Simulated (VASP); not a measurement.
Here is a VASP 6.6.1 calculation.

File INCAR:

```
SYSTEM = Mg
ALGO = Normal
EDIFF = 1E-6
ENCUT = 520
GGA = PE
ISIF = 2
ISMEAR = -1
LASPH = .TRUE.
LCHARG = .FALSE.
LREAL = .FALSE.
LWAVE = .FALSE.
NBANDS = 9
NELM = 80
PREC = Accurate
SIGMA = 0.05
```

Contents of KPOINTS:

```
k-points
0
G
  7 7 4
  0 0 0
```

The input POSCAR:

```
Mg
1.0
    3.2093000000      0.0000000000      0.0000000000
   -1.6046500000      2.7793353284      0.0000000000
    0.0000000000      0.0000000000      5.2103000000
Mg
2
Direct
    0.6716710000      0.3385810000      0.7543150000
    0.3365900000      0.6809960000      0.2431600000
```

Potentials or basis: VASP PAW PBE potentials, release 64 (Mg).

Launch:

```console
$ cat potpaw_PBE.64/Mg/POTCAR > POTCAR
$ mpirun -np 1 vasp_std > vasp.out
```

Question: Estimate the pressure.

Answer: -0.3 GPa.

Question: What does it give for the largest force?

Answer: 0.190 eV/Å.

Forces on the atoms (eV/Å):
```
Mg  -0.012  0.016 -0.189
Mg   0.012 -0.016  0.189
```
